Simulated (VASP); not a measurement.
# Na2Sb3 (R-3c) in VASP: a series of runs

Na2Sb3 is run at these levels: PBE; tasks: relaxation of cell and atoms, single point.

Program: VASP 6.6.1. These are calculated values, not measurements. Logs are shortened: lines on timing, memory, paths and dates and some standing lists are left out, and cuts for length are marked.

## Step 1: The cell of the first run

It takes space group R-3c (No. 167, trigonal). The conventional cell has a = 6.861 Å, b = 6.861 Å, c = 18.733 Å, α = 90.00°, β = 90.00°, γ = 120.00°. Within 3.5 Å of Na (site symmetry 3) lie 6 Sb at 2.67 to 2.84 Å. Within 4.2 Å of Sb (site symmetry 2) lie 4 Na at 2.67 to 2.84 Å and 12 Sb at 3.64 to 4.13 Å.

## Step 2: Relaxation of cell and atoms, PBE

INCAR

```
PREC     = Accurate       # precision mode
ENCUT    = 600            # plane-wave cutoff, eV
EDIFF    = 1E-6           # SCF threshold, eV
ISMEAR   = 0              # smearing method
SIGMA    = 0.1            # smearing width, eV
LREAL    = F              # projectors in reciprocal space
LASPH    = T              # aspherical terms in the spheres
NELM     = 60             # most SCF steps
ALGO     = Normal         # electronic algorithm
ISIF     = 3              # what is computed and relaxed
LWAVE    = F              # write WAVECAR
LCHARG   = F              # write CHGCAR
GGA      = PE             # functional
IBRION   = 2              # ionic algorithm
NSW      = 90             # ionic steps
EDIFFG   = -0.04          # ionic threshold
```

KPOINTS

```
Automatic mesh
0
Gamma
  3 3 3
```

POSCAR

```
Na2Sb3
1.0
    3.4306076658      1.9806622593      6.2442211282
   -3.4306076658      1.9806622593      6.2442211282
    0.0000000000     -3.9613245188      6.2442211282
Na Sb
4 6
Direct
    0.8521800000      0.8521800000      0.8521800000
    0.6478200000      0.6478200000      0.6478200000
    0.1478200000      0.1478200000      0.1478200000
    0.3521800000      0.3521800000      0.3521800000
    0.0562500000      0.4437500000      0.7500000000
    0.7500000000      0.0562500000      0.4437500000
    0.4437500000      0.7500000000      0.0562500000
    0.9437500000      0.5562500000      0.2500000000
    0.2500000000      0.9437500000      0.5562500000
    0.5562500000      0.2500000000      0.9437500000
```

Potentials or basis: VASP PAW PBE potentials, release 64 (Na_pv, Sb).

The run is started by

```console
> cat potpaw_PBE.64/Na_pv/POTCAR potpaw_PBE.64/Sb/POTCAR > POTCAR
> mpirun -np 1 vasp_std > vasp.out
```

OUTCAR:

```text
PREC = Accurate
   ENCUT = 600
   EDIFF = 1E-6
   ISMEAR = 0
   LREAL = F
   LASPH = T
   NELM = 60
   ISIF = 3
   GGA = PE
   IBRION = 2
   NSW = 90
   EDIFFG = -0.04

 ion  position               nearest neighbor table
   1  0.852  0.852  0.852-  10 2.67   9 2.67   8 2.67   5 2.84   7 2.84   6 2.84
   2  0.648  0.648  0.648-   9 2.67  10 2.67   8 2.67   5 2.84   6 2.84   7 2.84
   3  0.148  0.148  0.148-   7 2.67   6 2.67   5 2.67   8 2.84  10 2.84   9 2.84
   4  0.352  0.352  0.352-   6 2.67   7 2.67   5 2.67   8 2.84   9 2.84  10 2.84
   5  0.056  0.444  0.750-   3 2.67   4 2.67   1 2.84   2 2.84   6 3.64   7 3.64   8 3.78   8 3.78

   6  0.750  0.056  0.444-   4 2.67   3 2.67   2 2.84   1 2.84   5 3.64   7 3.64   9 3.78   9 3.78

   7  0.444  0.750  0.056-   3 2.67   4 2.67   1 2.84   2 2.84   5 3.64   6 3.64  10 3.78  10 3.78

   8  0.944  0.556  0.250-   1 2.67   2 2.67   3 2.84   4 2.84  10 3.64   9 3.64   5 3.78   5 3.78

   9  0.250  0.944  0.556-   2 2.67   1 2.67   4 2.84   3 2.84   8 3.64  10 3.64   6 3.78   6 3.78

  10  0.556  0.250  0.944-   1 2.67   2 2.67   3 2.84   4 2.84   8 3.64   9 3.64   7 3.78   7 3.78

  LATTYP: Found a trigonal (rhomboedric) cell.
 ALAT       =     7.3947541839
 COS(alpha) =     0.5695481095

  Lattice vectors:

 A1 = (   3.4306076658,   1.9806622593,   6.2442211282)
 A2 = (  -3.4306076658,   1.9806622593,   6.2442211282)
 A3 = (   0.0000000000,  -3.9613245188,   6.2442211282)

Analysis of symmetry for initial positions (statically):
=====================================================================
 Subroutine PRICEL returns:
 Original cell was already a primitive cell.

 Routine SETGRP: Setting up the symmetry group for a
 trigonal (rhombohedral) supercell.

 Subroutine GETGRP returns: Found 12 space group operations
 (whereof  6 operations were pure point group operations)
 out of a pool of 12 trial point group operations.

The static configuration has the point symmetry S_6 .
 The point group associated with its full space group is D_3d.

Analysis of symmetry for dynamics (positions and initial velocities):
=====================================================================
 Subroutine PRICEL returns:
 Original cell was already a primitive cell.

 Routine SETGRP: Setting up the symmetry group for a
 trigonal (rhombohedral) supercell.

 Subroutine GETGRP returns: Found 12 space group operations
 (whereof  6 operations were pure point group operations)
 out of a pool of 12 trial point group operations.

The dynamic configuration has the point symmetry S_6 .
 The point group associated with its full space group is D_3d.

 Subroutine INISYM returns: Found 12 space group operations
 (whereof  6 operations are pure point group operations),
 and found     1 'primitive' translations

----------------------------------------------------------------------------------------

                                     Primitive cell

  volume of cell :     254.5722

  direct lattice vectors                    reciprocal lattice vectors
     3.430607666  1.980662259  6.244221128     0.145746774  0.084146939  0.053382692
    -3.430607666  1.980662259  6.244221128    -0.145746774  0.084146939  0.053382692
     0.000000000 -3.961324519  6.244221128     0.000000000 -0.168293878  0.053382692

  length of vectors
     7.394754184  7.394754184  7.394754184     0.176557473  0.176557473  0.176557473

  position of ions in fractional coordinates (direct lattice)
     0.852180000  0.852180000  0.852180000
     0.647820000  0.647820000  0.647820000
     0.147820000  0.147820000  0.147820000
     0.352180000  0.352180000  0.352180000
     0.056250000  0.443750000  0.750000000
     0.750000000  0.056250000  0.443750000
     0.443750000  0.750000000  0.056250000
     0.943750000  0.556250000  0.250000000
     0.250000000  0.943750000  0.556250000
     0.556250000  0.250000000  0.943750000

  ion indices of the primitive-cell ions
   primitive index   ion index
                 1           1
                 2           2
                 3           3
                 4           4
                 5           5
                 6           6
                 7           7
                 8           8
                 9           9
                10          10

----------------------------------------------------------------------------------------

 KPOINTS: Automatic mesh

Automatic generation of k-mesh.
 Grid dimensions read from file:
 generate k-points for:    3    3    3

 Generating k-lattice:

  Cartesian coordinates                     Fractional coordinates (reciprocal lattice)
     0.048582258  0.028048980  0.017794231     0.333333333 -0.000000000 -0.000000000
    -0.048582258  0.028048980  0.017794231    -0.000000000  0.333333333 -0.000000000
     0.000000000 -0.056097959  0.017794231    -0.000000000 -0.000000000  0.333333333

  Length of vectors
     0.058852491  0.058852491  0.058852491

  Shift w.r.t. Gamma in fractional coordinates (k-lattice)
     0.000000000  0.000000000  0.000000000

 Subroutine IBZKPT returns following result:
 ===========================================

 Found      6 irreducible k-points:

 Following reciprocal coordinates:
            Coordinates               Weight
  0.000000  0.000000  0.000000      1.000000
  0.333333 -0.000000 -0.000000      6.000000
  0.333333  0.333333 -0.000000      6.000000
 -0.333333  0.333333  0.000000      6.000000
  0.333333  0.333333  0.333333      2.000000
 -0.333333  0.333333  0.333333      6.000000
   k-points           NKPTS =      6   k-points in BZ     NKDIM =      6   number of bands    NBANDS=     35
   number of dos      NEDOS =    301   number of ions     NIONS =     10
   total plane-waves  NPLWV = 216000
   dimension x,y,z NGX =    60 NGY =   60 NGZ =   60
   dimension x,y,z NGXF=   120 NGYF=  120 NGZF=  120
   ions per type =               4   6
   NGX,Y,Z   is equivalent  to a cutoff of  13.49, 13.49, 13.49 a.u.
   NGXF,Y,Z  is equivalent  to a cutoff of  26.98, 26.98, 26.98 a.u.
 SYSTEM =  unknown system
   PREC   = accura    normal or accurate (medium, high low for compatibility)
   ISTART =      0    job   : 0-new  1-cont  2-samecut
   ICHARG =      2    charge: 1-file 2-atom 10-const
   ISPIN  =      1    spin polarized calculation?
   LNONCOLLINEAR =      F non collinear calculations
   LSORBIT =      F    spin-orbit coupling
   LASPH  =      T    aspherical Exc in radial PAW
   ENCUT  =  600.0 eV  44.10 Ry    6.64 a.u.  14.77 14.77 14.77*2*pi/ulx,y,z
   NELM   =     60;   NELMIN=  2; NELMDL= -5     # of ELM steps
   EDIFF  = 0.1E-05   stopping-criterion for ELM
   LREAL  =      F    real-space projection
   EDIFFG = -.4E-01   stopping-criterion for IOM
   NSW    =     90    number of steps for IOM
   IBRION =      2    ionic relax: 0-MD 1-quasi-New 2-CG
   NFREE  =      1    steps in history (QN), initial steepest desc. (CG)
   ISIF   =      3    stress and relaxation
   ISYM   =      2    0-nonsym 1-usesym 2-fastsym
   POTIM  = 0.5000    time-step for ionic-motion
   TEBEG  =    0.0;   TEEND  =   0.0 temperature during run
   PSTRESS=    0.0 pullay stress
   NELECT =      58.0000    total number of electrons
   NUPDOWN=      -1.0000    fix difference up-down
   EMIN   =  10.00;   EMAX   =-10.00  energy-range for DOS
   EFERMI =   0.00;   METHOD = LEGACY
   ISMEAR =     0;   SIGMA  =   0.10  broadening in eV -4-tet -1-fermi 0-gaus
   EFERMI_NEDOS =   21; number of points for ismear=-14 and -15
   IALGO  =     38    algorithm
   IMIX   =      4    mixing-type and parameters
     AMIX     =   0.40;   BMIX     =  1.00
     AMIX_MAG =   1.60;   BMIX_MAG =  1.00
  volume/ion in A,a.u.               =      25.46       171.79
  Fermi-wavevector in a.u.,A,eV,Ry     =   0.999878  1.889496 13.602516  0.999757
  Thomas-Fermi vector in A             =   2.132198
   LORBIT       =      0    0 simple, 1 ext, 2 COOP (PROOUT), +10 PAW based schemes
   GGA     = PE    functional components
   LHFCALC =     F    Hartree Fock is set to
   AEXX    =    0.0000 exact exchange contribution
   IVDW    =     0    specifies the selected vdW correction
   LEPSILON=     F    determine dielectric tensor
   LRPA    =     F    only Hartree local field effects (RPA)
 conjugate gradient relaxation of ions
 non-spin polarized calculation
 Gauss-broadening in eV      SIGMA  =   0.10
  energy-cutoff  :      600.00
  volume of cell :      254.57
 maximum number of plane-waves:      8521
   NGX = 29   NGY = 29   NGZ = 29

--------------------------------------- Ionic step        1  -------------------------------------------

 number of electron      57.9999996 magnetization

 Free energy of the ion-electron system (eV)
  ---------------------------------------------------
  ext. energy  EPLUGINS =         0.00000000
  ---------------------------------------------------
  free energy    TOTEN  =       -22.69656555 eV

  energy without entropy =      -22.67442139  energy(sigma->0) =      -22.68549347

------------------------ aborting loop because EDIFF is reached ----------------------------------------

  FORCE on cell =-STRESS in cart. coord.  units (eV):
  Direction    XX          YY          ZZ          XY          YZ          ZX
  --------------------------------------------------------------------------------------
  -------------------------------------------------------------------------------------
  Total       19.4878826     19.4878826      9.6958644      0.0000000     -0.0000000      0.0000000
  in kB      122.6490625    122.6490625     61.0219540      0.0000000     -0.0000000      0.0000000
  external PRESSURE =     102.1066930 kB  Pullay stress =       0.0000000 kB
[... 586 lines left out ...]
     34       5.6953      0.00000
     35       5.7213      0.00000

[... ionic steps 4 to 20 ...]

--------------------------------------- Ionic step       21  -------------------------------------------

 number of electron      57.9999976 magnetization

------------------------ aborting loop because EDIFF is reached ----------------------------------------

  FORCE on cell =-STRESS in cart. coord.  units (eV):
  Direction    XX          YY          ZZ          XY          YZ          ZX
  --------------------------------------------------------------------------------------
  -------------------------------------------------------------------------------------
  Total       -0.1942371     -0.1942371      0.4755385      0.0000000     -0.0000000      0.0000000
  in kB       -1.1210877     -1.1210877      2.7446891      0.0000000     -0.0000000      0.0000000
  external PRESSURE =       0.1675046 kB  Pullay stress =       0.0000000 kB
[... 73 lines left out ...]
  energy  without entropy=      -29.0733356569  energy(sigma->0) =      -29.08562679

--------------------------------------- Ionic step       23  -------------------------------------------

 number of electron      58.0000015 magnetization

 Free energy of the ion-electron system (eV)
  ---------------------------------------------------
  ext. energy  EPLUGINS =         0.00000000
  ---------------------------------------------------
  free energy    TOTEN  =       -29.10759206 eV

  energy without entropy =      -29.08367100  energy(sigma->0) =      -29.09563153

 E-fermi :   4.6712     XC(G=0):  -8.9900

 val. band max:        4.6671151062   @ k =  -0.3333   0.3333   0.3333
 cond. band min:       4.8979678295   @ k =   0.0000   0.0000   0.0000
 fundamental gap:      0.2308527233
 Fermi energy:         4.6712228455

 k-point     1 :       0.0000    0.0000    0.0000
  band No.  band energies     occupation
      1     -19.4547      2.00000
      2     -19.4295      2.00000
      3     -19.3842      2.00000
      4     -19.3787      2.00000
      5     -19.3787      2.00000
      6     -19.3772      2.00000
[... 254 lines left out ...]
  FREE ENERGIE OF THE ION-ELECTRON SYSTEM (eV)
  ---------------------------------------------------
  free  energy   TOTEN  =       -29.1075920573 eV

  energy  without entropy=      -29.0836709976  energy(sigma->0) =      -29.09563153

 reached required accuracy - stopping structural energy minimisation
```

Run time: 19 min. Hardware: 1 thread of Intel Xeon 6975P-C (Granite Rapids), shared host; peak memory 0.55 GiB.

What came out:

| Property | Result |
| --- | --- |
| Free energy | -29.1076 eV |
| Relaxed volume | 27.79 Å³/atom |
| Relaxed cell | a = 6.582 Å, b = 6.582 Å, c = 6.582 Å, α = 82.20°, β = 82.20°, γ = 82.20° |
| Space group after relaxing (to 0.1 Å) | R-3c (No. 167) |
| Pressure after relaxing | 0.0 GPa |
| Largest force after relaxing | 0.036 eV/Å |
| Band gap on the k mesh | zero (bands 29 and 30 overlap by 0.41 eV) |

Forces in eV/Å, atoms in the order of the input:
```
Na   0.000  0.000  0.013
Na   0.000  0.000 -0.013
Na   0.000  0.000 -0.013
Na   0.000  0.000  0.013
Sb  -0.036  0.000  0.000
Sb   0.018 -0.032  0.000
Sb   0.018  0.032  0.000
Sb   0.036  0.000  0.000
Sb  -0.018  0.032  0.000
Sb  -0.018 -0.032  0.000
```

Stress tensor (GPa, compression positive):
```
-0.12  0.00  0.00
 0.00 -0.12  0.00
 0.00  0.00  0.12
```

Final structure:
```cif
data_structure
_symmetry_space_group_name_H-M 'P 1'
_symmetry_Int_Tables_number 1
_cell_length_a 6.5824
_cell_length_b 6.5824
_cell_length_c 6.5824
_cell_angle_alpha 82.200
_cell_angle_beta 82.200
_cell_angle_gamma 82.200
_cell_volume 277.95
loop_
_atom_site_label
_atom_site_type_symbol
_atom_site_fract_x
_atom_site_fract_y
_atom_site_fract_z
_atom_site_occupancy
Na1 Na 0.88247 0.88247 0.88247 1
Na2 Na 0.61753 0.61753 0.61753 1
Na3 Na 0.11753 0.11753 0.11753 1
Na4 Na 0.38247 0.38247 0.38247 1
Sb1 Sb 0.05588 0.44412 0.75000 1
Sb2 Sb 0.75000 0.05588 0.44412 1
Sb3 Sb 0.44412 0.75000 0.05588 1
Sb4 Sb 0.94412 0.55588 0.25000 1
Sb5 Sb 0.25000 0.94412 0.55588 1
Sb6 Sb 0.55588 0.25000 0.94412 1
```

Levels at points of the mesh, in eV from the Fermi level:
| k point | band 25 | band 26 | band 27 | band 28 | band 29 | band 30 | band 31 | band 32 | band 33 | band 34 |
| --- | --- | --- | --- | --- | --- | --- | --- | --- | --- | --- |
| (0.00, 0.00, 0.00) | -1.56 | -1.56 | -1.20 | -0.73 | -0.22 | 0.23 | 0.23 | 1.75 | 1.75 | 2.43 |

Caveat: the k points lie up to 0.32 Å⁻¹ apart in the final cell; spin-orbit coupling is left out, which moves the levels of the heavy elements.

(Continued in part 2 of 2.)

The gap in the log of VASP goes by the Fermi energy; the results here count the filled bands.